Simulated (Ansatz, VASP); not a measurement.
**Two plane-wave programs on TiC**

```
Ti C
1.0
     0.00000    2.09908    2.19646
     2.09908    0.00000    2.19646
     2.09908    2.09908    0.00000
Ti C
1 1
Cartesian
  0.0000 0.0000 0.0000
  2.0991 2.0991 2.1965
```

Change from the starting cell: strain -0.030 along x and y, +0.015 along z, atoms carried along.

Alike in both runs: task single point; functional r2SCAN; k mesh 18 × 18 × 18; occupations gaussian, width 0.15 eV; no spin polarisation.

|  | VASP | Ansatz |
| --- | --- | --- |
| version | VASP 6.6.1 | Ansatz 0.2.0 |
| potentials or method | VASP PAW PBE potentials, release 64 (Ti_sv, C), cutoff 520 eV | scalar-relativistic, plane waves, PAW |
| valence electrons in the cell | 16 | 16 |

Ansatz gave:

| Property | Result |
| --- | --- |
| gap on the k mesh at the Fermi level (eV) | none |
| pressure (GPa) | 14.3 |
| traceless stress, the component that is largest in VASP (GPa) | -13.96 |

**Question.** Which values does VASP return?

**Answer.** gap on the k mesh at the Fermi level (eV): none; pressure (GPa): 15.3; traceless stress, the component that is largest in VASP (GPa): -14.11.

VASP's potentials were made for PBE, not for r2SCAN. A gap of «none» marks a metal or a gap that the smearing closes.
